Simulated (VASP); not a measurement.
Write the native input for VASP 6.6.1 that does the following.

| Property | Result |
| --- | --- |
| Task | single point |
| Functional | LDA |
| Potentials or basis | VASP PAW LDA potentials, release 64 (Cu) |
| Cutoff | 520 eV |
| k mesh | 16 × 16 × 16 |
| Occupations | methfessel-paxton, width 0.1 eV |
| Spin | no spin polarisation |
| Dipole correction | no |
| Further INCAR settings | ALGO = Normal; EDIFF = 1e-07; NBANDS = 12 |

The structure of Cu lies in POSCAR:

```
Cu
1.0
    0.0361500000      1.8255750000      1.8255750000
    1.8255750000      0.0361500000      1.8255750000
    1.8255750000      1.8255750000      0.0361500000
Cu
1
Direct
    0.0000000000      0.0000000000      0.0000000000
```

These files were run (other wordings do the same):

INCAR

```
ALGO = Normal
EDIFF = 1E-7
ENCUT = 520
GGA = CA
ISIF = 2
ISMEAR = 1
LASPH = T
LCHARG = F
LREAL = F
LWAVE = F
NBANDS = 12
NELM = 60
PREC = Accurate
SIGMA = 0.1
```

KPOINTS

```
k-points
0
Gamma
  16 16 16
```

Potentials or basis: VASP PAW LDA potentials, release 64 (Cu).

Launch:

```bash
$ cat potpaw_LDA.64/Cu/POTCAR > POTCAR
$ mpirun -np 1 vasp_std > vasp.out
```

Results of the run:

* Pressure: -11.5 GPa

It took 20 s on 1 thread of Intel(R) Xeon(R) 6975P-C (Granite Rapids), on a shared host, peak memory 0.16 GiB.
